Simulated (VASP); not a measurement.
**Al: single point with PBE**

Crystal: Al.

```
Al
1.0
     0.00000    2.01742    2.01742
     2.01742    0.00000    2.01742
     2.01742    2.01742    0.00000
Al
1
Direct
  0.00000 0.00000 0.00000
```

```json
{
  "Program": "VASP 6.6.1",
  "Task": "single point",
  "Functional": "PBE",
  "Potentials or basis": "VASP PAW PBE potentials, release 64 (Al)",
  "Cutoff": "520 eV",
  "k mesh": "13 × 13 × 13",
  "Occupations": "fermi-dirac, width 0.1 eV",
  "Spin": "no spin polarisation"
}
```

```
Pressure : 0.3 GPa
```

Levels at points of the mesh, in eV from the Fermi level:
```csv
k point,band 1,band 2,band 3,band 4,band 5
"(0.00, 0.00, 0.00)",-11.11,12.71,12.71,12.71,14.24
```

Wall time 6 s on 1 thread of AMD EPYC 9R45 96-Core Processor (Zen 5), with other jobs on the host, peak memory 0.1 GiB.
